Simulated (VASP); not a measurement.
# FeGe (B20) (P2_13) in VASP: single point with r2SCAN

Aim: the single point of FeGe (B20) with r2SCAN.

Everything below comes from runs of VASP 6.6.1. Logs are shortened: lines on timing, memory, paths and dates and some standing lists are left out, and cuts for length are marked.

## 1. The cell of the first run

The structure is cubic, space group P2_13 (No. 198). Conventional cell: a = 4.452 Å, b = 4.452 Å, c = 4.452 Å, α = 90.00°, β = 90.00°, γ = 90.00°. Fe (site symmetry 3) has 7 Ge at 2.29 to 2.50 Å and 6 Fe at 2.73 Å within 3.0 Å. Within 3.0 Å of Ge (site symmetry 3) lie 7 Fe at 2.29 to 2.50 Å and 6 Ge at 2.76 Å.

## 2. Single point, r2SCAN (volume scaled by 0.85)

Input file POSCAR:

```
FeGe
1.0
    4.4516870807      0.0000000000      0.0000000000
    0.0000000000      4.4516870807      0.0000000000
    0.0000000000      0.0000000000      4.4516870807
Fe Ge
4 4
Direct
    0.1376411749      0.1376411749      0.1376411749
    0.3623588251      0.8623588251      0.6376411749
    0.6376411749      0.3623588251      0.8623588251
    0.8623588251      0.6376411749      0.3623588251
    0.8400525401      0.8400525401      0.8400525401
    0.6599474599      0.1599474599      0.3400525401
    0.3400525401      0.6599474599      0.1599474599
    0.1599474599      0.3400525401      0.6599474599
```

Input file INCAR.step1:

```
SYSTEM = FeGe
  PREC = Accurate
  ENCUT = 520
  ISMEAR = 0
  SIGMA = 0.03
  LREAL = .FALSE.
  LASPH = .TRUE.
  NELM = 60
  NBANDS = 54
  GGA = PE
  ALGO = Normal
  EDIFF = 1E-4
  LWAVE = .TRUE.
  LCHARG = .FALSE.
```

Input file INCAR.step2:

```
SYSTEM = FeGe
  PREC = Accurate
  ENCUT = 520
  EDIFF = 1E-6
  ISMEAR = 0
  SIGMA = 0.03
  LREAL = .FALSE.
  LASPH = .TRUE.
  NELM = 60
  ALGO = Normal
  ISIF = 2
  LWAVE = .FALSE.
  LCHARG = .FALSE.
  METAGGA = R2SCAN
  LMIXTAU = .TRUE.
  NBANDS = 54
  ISTART = 1
```

Input file KPOINTS:

```
Automatic mesh
0
G
  10 10 10
  0 0 0
```

Potentials or basis: VASP PAW PBE potentials, release 64 (Fe, Ge_d).

On the command line:

```sh
cat potpaw_PBE.64/Fe/POTCAR potpaw_PBE.64/Ge_d/POTCAR > POTCAR
cp INCAR.step1 INCAR
mpirun -np 1 vasp_std > vasp.out
cp INCAR.step2 INCAR
mpirun -np 1 vasp_std > vasp.out
```

OUTCAR:

```text
SYSTEM = FeGe
   PREC = Accurate
   ENCUT = 520
   EDIFF = 1E-6
   ISMEAR = 0
   LREAL = .FALSE.
   LASPH = .TRUE.
   NELM = 60
   ISIF = 2
   METAGGA = R2SCAN
   ISTART = 1

 ion  position               nearest neighbor table
   1  0.138  0.138  0.138-   5 2.29   6 2.31   7 2.31   8 2.31   7 2.50   8 2.50   6 2.50   2 2.73
                             2 2.73   4 2.73   3 2.73   4 2.73   3 2.73
   2  0.362  0.862  0.638-   6 2.29   5 2.31   7 2.31   8 2.31   7 2.50   8 2.50   5 2.50   1 2.73
                             1 2.73   3 2.73   4 2.73   4 2.73   3 2.73
   3  0.638  0.362  0.862-   7 2.29   6 2.31   5 2.31   8 2.31   8 2.50   6 2.50   5 2.50   4 2.73
                             4 2.73   1 2.73   2 2.73   2 2.73   1 2.73
   4  0.862  0.638  0.362-   8 2.29   6 2.31   7 2.31   5 2.31   6 2.50   5 2.50   7 2.50   3 2.73
                             3 2.73   1 2.73   1 2.73   2 2.73   2 2.73
   5  0.840  0.840  0.840-   1 2.29   2 2.31   3 2.31   4 2.31   3 2.50   4 2.50   2 2.50   6 2.76
                             7 2.76   8 2.76   6 2.76   8 2.76   7 2.76
   6  0.660  0.160  0.340-   2 2.29   1 2.31   3 2.31   4 2.31   3 2.50   4 2.50   1 2.50   8 2.76
                             5 2.76   5 2.76   7 2.76   7 2.76   8 2.76
   7  0.340  0.660  0.160-   3 2.29   2 2.31   1 2.31   4 2.31   4 2.50   2 2.50   1 2.50   8 2.76
                             5 2.76   8 2.76   6 2.76   6 2.76   5 2.76
   8  0.160  0.340  0.660-   4 2.29   2 2.31   3 2.31   1 2.31   2 2.50   1 2.50   3 2.50   7 2.76
                             5 2.76   7 2.76   5 2.76   6 2.76   6 2.76

  LATTYP: Found a simple cubic cell.
 ALAT       =     4.4516870807

  Lattice vectors:

 A1 = (   4.4516870807,   0.0000000000,   0.0000000000)
 A2 = (   0.0000000000,   4.4516870807,   0.0000000000)
 A3 = (   0.0000000000,   0.0000000000,   4.4516870807)

Analysis of symmetry for initial positions (statically):
=====================================================================
 Subroutine PRICEL returns:
 Original cell was already a primitive cell.

 Routine SETGRP: Setting up the symmetry group for a
 simple cubic supercell.

 Subroutine GETGRP returns: Found 12 space group operations
 (whereof  3 operations were pure point group operations)
 out of a pool of 48 trial point group operations.

The static configuration has the point symmetry C_3 .
 The point group associated with its full space group is T   .

Analysis of symmetry for dynamics (positions and initial velocities):
=====================================================================
 Subroutine PRICEL returns:
 Original cell was already a primitive cell.

 Routine SETGRP: Setting up the symmetry group for a
 simple cubic supercell.

 Subroutine GETGRP returns: Found 12 space group operations
 (whereof  3 operations were pure point group operations)
 out of a pool of 48 trial point group operations.

The dynamic configuration has the point symmetry C_3 .
 The point group associated with its full space group is T   .

 Subroutine INISYM returns: Found 12 space group operations
 (whereof  3 operations are pure point group operations),
 and found     1 'primitive' translations

----------------------------------------------------------------------------------------

                                     Primitive cell

  volume of cell :      88.2214

  direct lattice vectors                    reciprocal lattice vectors
     4.451687081  0.000000000  0.000000000     0.224633938  0.000000000  0.000000000
     0.000000000  4.451687081  0.000000000     0.000000000  0.224633938  0.000000000
     0.000000000  0.000000000  4.451687081     0.000000000  0.000000000  0.224633938

  length of vectors
     4.451687081  4.451687081  4.451687081     0.224633938  0.224633938  0.224633938

  position of ions in fractional coordinates (direct lattice)
     0.137641175  0.137641175  0.137641175
     0.362358825  0.862358825  0.637641175
     0.637641175  0.362358825  0.862358825
     0.862358825  0.637641175  0.362358825
     0.840052540  0.840052540  0.840052540
     0.659947460  0.159947460  0.340052540
     0.340052540  0.659947460  0.159947460
     0.159947460  0.340052540  0.659947460

  ion indices of the primitive-cell ions
   primitive index   ion index
                 1           1
                 2           2
                 3           3
                 4           4
                 5           5
                 6           6
                 7           7
                 8           8

----------------------------------------------------------------------------------------

 KPOINTS: Automatic mesh

Automatic generation of k-mesh.
 Grid dimensions read from file:
 generate k-points for:   10   10   10

 Generating k-lattice:

  Cartesian coordinates                     Fractional coordinates (reciprocal lattice)
     0.022463394  0.000000000  0.000000000     0.100000000  0.000000000  0.000000000
     0.000000000  0.022463394  0.000000000     0.000000000  0.100000000  0.000000000
     0.000000000  0.000000000  0.022463394     0.000000000  0.000000000  0.100000000

  Length of vectors
     0.022463394  0.022463394  0.022463394

  Shift w.r.t. Gamma in fractional coordinates (k-lattice)
     0.000000000  0.000000000  0.000000000

 Subroutine IBZKPT returns following result:
 ===========================================

 Found     76 irreducible k-points:

 Following reciprocal coordinates:
            Coordinates               Weight
  0.000000  0.000000  0.000000      1.000000
  0.100000  0.000000  0.000000      6.000000
  0.200000  0.000000  0.000000      6.000000
  0.300000  0.000000  0.000000      6.000000
  0.400000  0.000000  0.000000      6.000000
  0.500000  0.000000  0.000000      3.000000
[... 16 lines left out ...]
  0.300000  0.300000  0.000000     12.000000
  0.400000  0.300000  0.000000     12.000000
 [... further k-points ...]
   k-points           NKPTS =     76   k-points in BZ     NKDIM =     76   number of bands    NBANDS=     54
   number of dos      NEDOS =    301   number of ions     NIONS =      8
   total plane-waves  NPLWV =  46656
   dimension x,y,z NGX =    36 NGY =   36 NGZ =   36
   dimension x,y,z NGXF=    72 NGYF=   72 NGZF=   72
   ions per type =               4   4
   NGX,Y,Z   is equivalent  to a cutoff of  13.44, 13.44, 13.44 a.u.
   NGXF,Y,Z  is equivalent  to a cutoff of  26.89, 26.89, 26.89 a.u.
 SYSTEM =  FeGe
   PREC   = accura    normal or accurate (medium, high low for compatibility)
   ISTART =      1    job   : 0-new  1-cont  2-samecut
   ICHARG =      0    charge: 1-file 2-atom 10-const
   ISPIN  =      1    spin polarized calculation?
   LNONCOLLINEAR =      F non collinear calculations
   LSORBIT =      F    spin-orbit coupling
   LASPH  =      T    aspherical Exc in radial PAW
   ENCUT  =  520.0 eV  38.22 Ry    6.18 a.u.   8.28  8.28  8.28*2*pi/ulx,y,z
   NELM   =     60;   NELMIN=  2; NELMDL=  0     # of ELM steps
   EDIFF  = 0.1E-05   stopping-criterion for ELM
   LREAL  =      F    real-space projection
   EDIFFG = 0.1E-04   stopping-criterion for IOM
   NSW    =      0    number of steps for IOM
   IBRION =     -1    ionic relax: 0-MD 1-quasi-New 2-CG
   NFREE  =      0    steps in history (QN), initial steepest desc. (CG)
   ISIF   =      2    stress and relaxation
   ISYM   =      2    0-nonsym 1-usesym 2-fastsym
   POTIM  = 0.5000    time-step for ionic-motion
   TEBEG  =    0.0;   TEEND  =   0.0 temperature during run
   PSTRESS=    0.0 pullay stress
   NELECT =      88.0000    total number of electrons
   NUPDOWN=      -1.0000    fix difference up-down
   EMIN   =  10.00;   EMAX   =-10.00  energy-range for DOS
   EFERMI =   0.00;   METHOD = LEGACY
   ISMEAR =     0;   SIGMA  =   0.03  broadening in eV -4-tet -1-fermi 0-gaus
   EFERMI_NEDOS =   21; number of points for ismear=-14 and -15
   IALGO  =     38    algorithm
   IMIX   =      4    mixing-type and parameters
     AMIX     =   0.40;   BMIX     =  1.00
     AMIX_MAG =   1.60;   BMIX_MAG =  1.00
  volume/ion in A,a.u.               =      11.03        74.42
  Fermi-wavevector in a.u.,A,eV,Ry     =   1.635728  3.091078 36.403832  2.675606
  Thomas-Fermi vector in A             =   2.727153
   LORBIT       =      0    0 simple, 1 ext, 2 COOP (PROOUT), +10 PAW based schemes
   METAGGA = R2SCAN    functional components
   LHFCALC =     F    Hartree Fock is set to
   AEXX    =    0.0000 exact exchange contribution
   IVDW    =     0    specifies the selected vdW correction
   LEPSILON=     F    determine dielectric tensor
   LRPA    =     F    only Hartree local field effects (RPA)
 non-spin polarized calculation
 Gauss-broadening in eV      SIGMA  =   0.03
  energy-cutoff  :      520.00
  volume of cell :       88.22
 maximum number of plane-waves:      2408
 NGX is ok and might be reduce to    36
   NGX = 17   NGY = 17   NGZ = 17

 number of electron      88.0000011 magnetization

 Free energy of the ion-electron system (eV)
  ---------------------------------------------------
  ext. energy  EPLUGINS =         0.00000000
  ---------------------------------------------------
  free energy    TOTEN  =      -110.80860997 eV

  energy without entropy =     -110.80860997  energy(sigma->0) =     -110.80860997

 E-fermi :   9.7671     XC(G=0): -15.1955

 val. band max:        9.6594696885   @ k =   0.3000   0.0000   0.0000
 cond. band min:       9.8800219793   @ k =   0.4000   0.1000   0.0000
 fundamental gap:      0.2205522909
 Fermi energy:         9.7670968709

 k-point     1 :       0.0000    0.0000    0.0000
  band No.  band energies     occupation
      1     -15.7731      2.00000
      2     -15.7731      2.00000
      3     -15.7731      2.00000
      4     -15.7234      2.00000
      5     -15.7234      2.00000
      6     -15.7234      2.00000
[... 46 lines left out ...]
     53      14.3391      0.00000
     54      14.3391      0.00000
[... 1309 lines left out ...]
     53      14.2843      0.00000
     54      14.9128      0.00000

 [... further k-points ...]

------------------------ aborting loop because EDIFF is reached ----------------------------------------

  FORCE on cell =-STRESS in cart. coord.  units (eV):
  Direction    XX          YY          ZZ          XY          YZ          ZX
  --------------------------------------------------------------------------------------
  -------------------------------------------------------------------------------------
  Total       12.4638392     12.4638392     12.4638392      0.0000000     -0.0000000      0.0000000
  in kB      226.3541873    226.3541873    226.3541873      0.0000000     -0.0000000      0.0000000
  external PRESSURE =     226.3541873 kB  Pullay stress =       0.0000000 kB

 VOLUME and BASIS-vectors are now :
 -----------------------------------------------------------------------------
  energy-cutoff  :      520.00
  volume of cell :       88.22
      direct lattice vectors                 reciprocal lattice vectors
     4.451687081  0.000000000  0.000000000     0.224633938  0.000000000  0.000000000
     0.000000000  4.451687081  0.000000000     0.000000000  0.224633938  0.000000000
     0.000000000  0.000000000  4.451687081     0.000000000  0.000000000  0.224633938

 POSITION                                       TOTAL-FORCE (eV/Angst)
 -----------------------------------------------------------------------------------
      0.61274      0.61274      0.61274         0.024493      0.024493      0.024493
      1.61311      3.83895      2.83858        -0.024493     -0.024493      0.024493
      2.83858      1.61311      3.83895         0.024493     -0.024493     -0.024493
      3.83895      2.83858      1.61311        -0.024493      0.024493     -0.024493
      3.73965      3.73965      3.73965        -0.001834     -0.001834     -0.001834
      2.93788      0.71204      1.51381         0.001834      0.001834     -0.001834
      1.51381      2.93788      0.71204        -0.001834      0.001834      0.001834
      0.71204      1.51381      2.93788         0.001834     -0.001834      0.001834
 -----------------------------------------------------------------------------------
    total drift:                               -0.000001      0.000000      0.000000

  FREE ENERGIE OF THE ION-ELECTRON SYSTEM (eV)
  ---------------------------------------------------
  free  energy   TOTEN  =      -110.8086099683 eV

  energy  without entropy=     -110.8086099676  energy(sigma->0) =     -110.80860997
```

Wall time 7.8 min (1 thread of Intel Xeon 6975P-C (Granite Rapids), shared host); peak memory 0.4 GiB.

What came out:

| Item | Value |
| --- | --- |
| Free energy | -110.8086 eV |
| Pressure | 22.6 GPa |
| Largest force | 0.042 eV/Å |
| Band gap on the k mesh | 0.22 eV, indirect (least direct gap 0.25 eV) |

Forces on the atoms (eV/Å):
```
Fe   0.024  0.024  0.024
Fe  -0.024 -0.024  0.024
Fe   0.024 -0.024 -0.024
Fe  -0.024  0.024 -0.024
Ge  -0.002 -0.002 -0.002
Ge   0.002  0.002 -0.002
Ge  -0.002  0.002  0.002
Ge   0.002 -0.002  0.002
```

Levels at points of the mesh, in eV from the valence-band top:
| k point | band 40 | band 41 | band 42 | band 43 | band 44 | band 45 | band 46 | band 47 | band 48 | band 49 |
| --- | --- | --- | --- | --- | --- | --- | --- | --- | --- | --- |
| (0.00, 0.00, 0.00) | -0.36 | -0.36 | -0.36 | -0.17 | -0.17 | 0.68 | 0.68 | 0.68 | 2.88 | 2.88 |
| (0.50, 0.00, 0.00) | -1.35 | -0.51 | -0.51 | -0.05 | -0.05 | 0.25 | 0.25 | 1.92 | 1.92 | 2.07 |
| (0.50, 0.50, 0.00) | -1.26 | -1.14 | -1.14 | -0.44 | -0.44 | 0.70 | 0.70 | 1.33 | 1.33 | 2.61 |
| (0.50, 0.50, 0.50) | -0.76 | -0.75 | -0.75 | -0.75 | -0.75 | 0.56 | 0.56 | 0.56 | 0.56 | 5.85 |

Caveat: the PAW data sets were made with another functional, which shifts forces and pressure a little. Spin polarisation is off, so any magnetic state and its effect on volume and gap are missing.
